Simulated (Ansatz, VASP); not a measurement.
## P: VASP beside Ansatz

```
CELL_PARAMETERS angstrom
3.15400 0.00000 0.00000
-1.57700 2.73144 0.00000
0.00000 0.00000 28.00000
ATOMIC_POSITIONS crystal
P 0.33333 0.66667 0.51404
P 0.66667 0.33333 0.48596
```

Alike in both runs: task single point; functional r2SCAN; k mesh 9 × 9 × 1; occupations gaussian, width 0.02 eV; no spin polarisation.

|  | VASP | Ansatz |
| --- | --- | --- |
| version | VASP 6.6.1 | Ansatz 0.2.0 |
| potentials or method | VASP PAW PBE potentials, release 64 (P), cutoff 520 eV | scalar-relativistic, plane waves, PAW |
| valence electrons in the cell | 10 | 10 |

|  | VASP | Ansatz | Ansatz less VASP |
| --- | --- | --- | --- |
| gap on the k mesh at the Fermi level (eV) | none | none | - |
| rms of the force components (eV/Å) | 3.826 | 3.799 | -0.0271 |

VASP's potentials were made for PBE, not for r2SCAN. Atom by atom the forces differ by 0.027 eV/Å (rms over components). A gap of «none» marks a metal or a gap that the smearing closes.
